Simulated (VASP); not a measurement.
# CdF2 in VASP: notebook

CdF2 is run at these levels: PBEsol; tasks: single point.

Program: VASP 6.6.1. These are calculated values, not measurements. Logs are shortened: lines on timing, memory, paths and dates and some standing lists are left out, and cuts for length are marked.

## 1. The cell of the first run

It takes space group Fm-3m (No. 225, cubic). The conventional cell has a = 5.080 Å, b = 5.080 Å, c = 5.080 Å, α = 90.00°, β = 90.00°, γ = 90.00°. Within 2.9 Å of Cd (site symmetry m-3m) lie 8 F at 2.20 Å. F (site symmetry -43m) has 4 Cd at 2.20 Å and 6 F at 2.54 Å within 2.9 Å.

## 2. Single point, PBEsol (10.93 Å³/atom)

Input file INCAR:

```
SYSTEM = CdF2
  ALGO = Normal
  EDIFF = 1E-6
  ENCUT = 700
  GGA = PS
  GGA_COMPAT = .False.
  ISIF = 2
  ISMEAR = 0
  LASPH = .True.
  LCHARG = .False.
  LREAL = .False.
  LWAVE = .False.
  NBANDS = 24
  NELM = 120
  PREC = Accurate
  SIGMA = 0.05
```

Input file KPOINTS:

```
k-points
0
Gamma
  8 8 8
  0 0 0
```

Input file POSCAR:

```
CdF2
1.0
    0.0000000000      2.5401000229      2.5401000229
    2.5401000229      0.0000000000      2.5401000229
    2.5401000229      2.5401000229      0.0000000000
Cd F
1 2
Direct
    0.0000000000      0.0000000000      0.0000000000
    0.2500000000      0.2500000000      0.2500000000
    0.7500000000      0.7500000000      0.7500000000
```

Potentials or basis: VASP PAW PBE potentials, release 64 (Cd_sv_GW, F).

Run with:

```bash
$ cat potpaw_PBE.64/Cd_sv_GW/POTCAR potpaw_PBE.64/F/POTCAR > POTCAR
$ mpirun -np 1 vasp_std > vasp.out
```

OUTCAR:

```text
SYSTEM = CdF2
   EDIFF = 1E-6
   ENCUT = 700
   GGA = PS
   ISIF = 2
   ISMEAR = 0
   LASPH = .True.
   LREAL = .False.
   NELM = 120
   PREC = Accurate

 ion  position               nearest neighbor table
   1  0.000  0.000  0.000-   3 2.20   3 2.20   3 2.20   2 2.20   3 2.20   2 2.20   2 2.20   2 2.20

   2  0.250  0.250  0.250-   1 2.20   1 2.20   1 2.20   1 2.20
   3  0.750  0.750  0.750-   1 2.20   1 2.20   1 2.20   1 2.20

  LATTYP: Found a face centered cubic cell.
 ALAT       =     5.0802000458

  Lattice vectors:

 A1 = (   0.0000000000,   2.5401000229,   2.5401000229)
 A2 = (   2.5401000229,   0.0000000000,   2.5401000229)
 A3 = (   2.5401000229,   2.5401000229,   0.0000000000)

Analysis of symmetry for initial positions (statically):
=====================================================================
 Subroutine PRICEL returns:
 Original cell was already a primitive cell.

 Routine SETGRP: Setting up the symmetry group for a
 face centered cubic supercell.

 Subroutine GETGRP returns: Found 48 space group operations
 (whereof 48 operations were pure point group operations)
 out of a pool of 48 trial point group operations.

The static configuration has the point symmetry O_h .

Analysis of symmetry for dynamics (positions and initial velocities):
=====================================================================
 Subroutine PRICEL returns:
 Original cell was already a primitive cell.

 Routine SETGRP: Setting up the symmetry group for a
 face centered cubic supercell.

 Subroutine GETGRP returns: Found 48 space group operations
 (whereof 48 operations were pure point group operations)
 out of a pool of 48 trial point group operations.

The dynamic configuration has the point symmetry O_h .

 Subroutine INISYM returns: Found 48 space group operations
 (whereof 48 operations are pure point group operations),
 and found     1 'primitive' translations

----------------------------------------------------------------------------------------

                                     Primitive cell

  volume of cell :      32.7780

  direct lattice vectors                    reciprocal lattice vectors
     0.000000000  2.540100023  2.540100023    -0.196842642  0.196842642  0.196842642
     2.540100023  0.000000000  2.540100023     0.196842642 -0.196842642  0.196842642
     2.540100023  2.540100023  0.000000000     0.196842642  0.196842642 -0.196842642

  length of vectors
     3.592243902  3.592243902  3.592243902     0.340941457  0.340941457  0.340941457

  position of ions in fractional coordinates (direct lattice)
     0.000000000  0.000000000  0.000000000
     0.250000000  0.250000000  0.250000000
     0.750000000  0.750000000  0.750000000

  ion indices of the primitive-cell ions
   primitive index   ion index
                 1           1
                 2           2
                 3           3

----------------------------------------------------------------------------------------

 KPOINTS: k-points

Automatic generation of k-mesh.
 Grid dimensions read from file:
 generate k-points for:    8    8    8

 Generating k-lattice:

  Cartesian coordinates                     Fractional coordinates (reciprocal lattice)
    -0.024605330  0.024605330  0.024605330     0.125000000  0.000000000  0.000000000
     0.024605330 -0.024605330  0.024605330     0.000000000  0.125000000  0.000000000
     0.024605330  0.024605330 -0.024605330     0.000000000  0.000000000  0.125000000

  Length of vectors
     0.042617682  0.042617682  0.042617682

  Shift w.r.t. Gamma in fractional coordinates (k-lattice)
     0.000000000  0.000000000  0.000000000

 Subroutine IBZKPT returns following result:
 ===========================================

 Found     29 irreducible k-points:

 Following reciprocal coordinates:
            Coordinates               Weight
  0.000000  0.000000  0.000000      1.000000
  0.125000  0.000000  0.000000      8.000000
  0.250000  0.000000  0.000000      8.000000
  0.375000  0.000000  0.000000      8.000000
  0.500000  0.000000  0.000000      4.000000
  0.125000  0.125000  0.000000      6.000000
[... 16 lines left out ...]
  0.500000  0.250000  0.125000     48.000000
 -0.375000  0.250000  0.125000     24.000000
 [... further k-points ...]
   k-points           NKPTS =     29   k-points in BZ     NKDIM =     29   number of bands    NBANDS=     24
   number of dos      NEDOS =    301   number of ions     NIONS =      3
   total plane-waves  NPLWV =  32768
   dimension x,y,z NGX =    32 NGY =   32 NGZ =   32
   dimension x,y,z NGXF=    64 NGYF=   64 NGZF=   64
   ions per type =               1   2
   NGX,Y,Z   is equivalent  to a cutoff of  14.81, 14.81, 14.81 a.u.
   NGXF,Y,Z  is equivalent  to a cutoff of  29.62, 29.62, 29.62 a.u.
 SYSTEM =  CdF2
   PREC   = accura    normal or accurate (medium, high low for compatibility)
   ISTART =      0    job   : 0-new  1-cont  2-samecut
   ICHARG =      2    charge: 1-file 2-atom 10-const
   ISPIN  =      1    spin polarized calculation?
   LNONCOLLINEAR =      F non collinear calculations
   LSORBIT =      F    spin-orbit coupling
   LASPH  =      T    aspherical Exc in radial PAW
   ENCUT  =  700.0 eV  51.45 Ry    7.17 a.u.   7.75  7.75  7.75*2*pi/ulx,y,z
   NELM   =    120;   NELMIN=  2; NELMDL= -5     # of ELM steps
   EDIFF  = 0.1E-05   stopping-criterion for ELM
   LREAL  =      F    real-space projection
   EDIFFG = 0.1E-04   stopping-criterion for IOM
   NSW    =      0    number of steps for IOM
   IBRION =     -1    ionic relax: 0-MD 1-quasi-New 2-CG
   NFREE  =      0    steps in history (QN), initial steepest desc. (CG)
   ISIF   =      2    stress and relaxation
   ISYM   =      2    0-nonsym 1-usesym 2-fastsym
   POTIM  = 0.5000    time-step for ionic-motion
   TEBEG  =    0.0;   TEEND  =   0.0 temperature during run
   PSTRESS=    0.0 pullay stress
   NELECT =      34.0000    total number of electrons
   NUPDOWN=      -1.0000    fix difference up-down
   EMIN   =  10.00;   EMAX   =-10.00  energy-range for DOS
   EFERMI =   0.00;   METHOD = LEGACY
   ISMEAR =     0;   SIGMA  =   0.05  broadening in eV -4-tet -1-fermi 0-gaus
   EFERMI_NEDOS =   21; number of points for ismear=-14 and -15
   IALGO  =     38    algorithm
   IMIX   =      4    mixing-type and parameters
     AMIX     =   0.40;   BMIX     =  1.00
     AMIX_MAG =   1.60;   BMIX_MAG =  1.00
  volume/ion in A,a.u.               =      10.93        73.73
  Fermi-wavevector in a.u.,A,eV,Ry     =   1.657195  3.131645 37.365622  2.746296
  Thomas-Fermi vector in A             =   2.744990
   LORBIT       =      0    0 simple, 1 ext, 2 COOP (PROOUT), +10 PAW based schemes
   GGA     = PS    functional components
   LHFCALC =     F    Hartree Fock is set to
   AEXX    =    0.0000 exact exchange contribution
   IVDW    =     0    specifies the selected vdW correction
   LEPSILON=     F    determine dielectric tensor
   LRPA    =     F    only Hartree local field effects (RPA)
 non-spin polarized calculation
 Gauss-broadening in eV      SIGMA  =   0.05
  energy-cutoff  :      700.00
  volume of cell :       32.78
 maximum number of plane-waves:      1411
   NGX = 15   NGY = 15   NGZ = 15

 number of electron      33.9999992 magnetization

 Free energy of the ion-electron system (eV)
  ---------------------------------------------------
  ext. energy  EPLUGINS =         0.00000000
  ---------------------------------------------------
  free energy    TOTEN  =       -11.23992793 eV

  energy without entropy =      -11.23992793  energy(sigma->0) =      -11.23992793

 E-fermi :   2.6906     XC(G=0): -11.9044

 val. band max:        2.4304958414   @ k =  -0.2500   0.5000   0.2500
 cond. band min:       5.9731332086   @ k =   0.0000   0.0000   0.0000
 fundamental gap:      3.5426373672
 Fermi energy:         2.6906427293

 k-point     1 :       0.0000    0.0000    0.0000
  band No.  band energies     occupation
      1     -95.6507      2.00000
      2     -56.7988      2.00000
      3     -56.7988      2.00000
      4     -56.7988      2.00000
      5     -19.4868      2.00000
      6     -17.7538      2.00000
[... 16 lines left out ...]
     23      23.3479      0.00000
     24      23.3479      0.00000

 k-point     2 :       0.1250    0.0000    0.0000
  band No.  band energies     occupation
      1     -95.6506      2.00000
      2     -56.7999      2.00000
      3     -56.7990      2.00000
      4     -56.7990      2.00000
      5     -19.4087      2.00000
      6     -17.8277      2.00000
[... 16 lines left out ...]
     23      22.9765      0.00000
     24      22.9765      0.00000

 k-point     3 :       0.2500    0.0000    0.0000
  band No.  band energies     occupation
      1     -95.6505      2.00000
      2     -56.8024      2.00000
      3     -56.7994      2.00000
      4     -56.7994      2.00000
      5     -19.1973      2.00000
      6     -18.0228      2.00000
[... 16 lines left out ...]
     23      22.3258      0.00000
     24      23.6796      0.00000

 k-point     4 :       0.3750    0.0000    0.0000
  band No.  band energies     occupation
      1     -95.6504      2.00000
      2     -56.8050      2.00000
      3     -56.7998      2.00000
      4     -56.7998      2.00000
      5     -18.9109      2.00000
      6     -18.2840      2.00000
[... 16 lines left out ...]
     23      21.8297      0.00000
     24      22.9130      0.00000

 k-point     5 :       0.5000    0.0000    0.0000
  band No.  band energies     occupation
      1     -95.6503      2.00000
      2     -56.8060      2.00000
      3     -56.8000      2.00000
      4     -56.8000      2.00000
      5     -18.6663      2.00000
      6     -18.5157      2.00000
[... 16 lines left out ...]
     23      21.6304      0.00000
     24      22.4107      0.00000

 k-point     6 :       0.1250    0.1250    0.0000
  band No.  band energies     occupation
      1     -95.6506      2.00000
      2     -56.7999      2.00000
      3     -56.7992      2.00000
      4     -56.7992      2.00000
      5     -19.3841      2.00000
      6     -17.8493      2.00000
[... 16 lines left out ...]
     23      23.3780      0.00000
     24      23.4896      0.00000
[... 379 lines left out ...]
 k-point    21 :       0.5000    0.5000    0.0000
  band No.  band energies     occupation
      1     -95.6502      2.00000
      2     -56.8061      2.00000
      3     -56.8015      2.00000
      4     -56.8015      2.00000
      5     -18.7270      2.00000
      6     -18.3584      2.00000
[... 16 lines left out ...]
     23      23.5008      0.00000
     24      23.6544      0.00000

 k-point    22 :       0.3750    0.2500    0.1250
  band No.  band energies     occupation
      1     -95.6504      2.00000
      2     -56.8032      2.00000
      3     -56.8007      2.00000
      4     -56.7999      2.00000
      5     -19.0456      2.00000
      6     -18.1438      2.00000
[... 16 lines left out ...]
     23      22.8229      0.00000
     24      25.9210      0.00000

 k-point    23 :       0.5000    0.2500    0.1250
  band No.  band energies     occupation
      1     -95.6503      2.00000
      2     -56.8045      2.00000
      3     -56.8016      2.00000
      4     -56.8003      2.00000
      5     -18.8130      2.00000
      6     -18.3423      2.00000
[... 16 lines left out ...]
     23      22.3409      0.00000
     24      25.3749      0.00000

 k-point    24 :      -0.3750    0.2500    0.1250
  band No.  band energies     occupation
      1     -95.6503      2.00000
      2     -56.8051      2.00000
      3     -56.8019      2.00000
      4     -56.8005      2.00000
      5     -18.6075      2.00000
      6     -18.5317      2.00000
[... 16 lines left out ...]
     23      22.1258      0.00000
     24      25.2654      0.00000

 [... further k-points ...]

------------------------ aborting loop because EDIFF is reached ----------------------------------------

  FORCE on cell =-STRESS in cart. coord.  units (eV):
  Direction    XX          YY          ZZ          XY          YZ          ZX
  --------------------------------------------------------------------------------------
  -------------------------------------------------------------------------------------
  Total        5.8294335      5.8294335      5.8294335     -0.0000000      0.0000000      0.0000000
  in kB      284.9406958    284.9406958    284.9406958     -0.0000000      0.0000000      0.0000000
  external PRESSURE =     284.9406958 kB  Pullay stress =       0.0000000 kB

 VOLUME and BASIS-vectors are now :
 -----------------------------------------------------------------------------
  energy-cutoff  :      700.00
  volume of cell :       32.78
      direct lattice vectors                 reciprocal lattice vectors
     0.000000000  2.540100023  2.540100023    -0.196842642  0.196842642  0.196842642
     2.540100023  0.000000000  2.540100023     0.196842642 -0.196842642  0.196842642
     2.540100023  2.540100023  0.000000000     0.196842642  0.196842642 -0.196842642

 POSITION                                       TOTAL-FORCE (eV/Angst)
 -----------------------------------------------------------------------------------
      0.00000      0.00000      0.00000         0.000000      0.000000      0.000000
      1.27005      1.27005      1.27005         0.000000      0.000000      0.000000
      3.81015      3.81015      3.81015        -0.000000     -0.000000     -0.000000
 -----------------------------------------------------------------------------------
    total drift:                                0.000000     -0.000000      0.000000

  FREE ENERGIE OF THE ION-ELECTRON SYSTEM (eV)
  ---------------------------------------------------
  free  energy   TOTEN  =       -11.2399279312 eV

  energy  without entropy=      -11.2399279312  energy(sigma->0) =      -11.23992793
```

It took 26 s on 1 thread of Intel Xeon Platinum 8488C (Sapphire Rapids), shared host; peak memory 0.2 GiB.

What came out:

- Free energy: -11.2399 eV
- Pressure: 28.5 GPa
- Band gap on the k mesh: 3.54 eV (least direct gap 3.76 eV)

Caveat: the cell stands under pressure; the PAW data sets were made with another functional, which shifts forces and pressure a little.

[end of part 1 of 2]
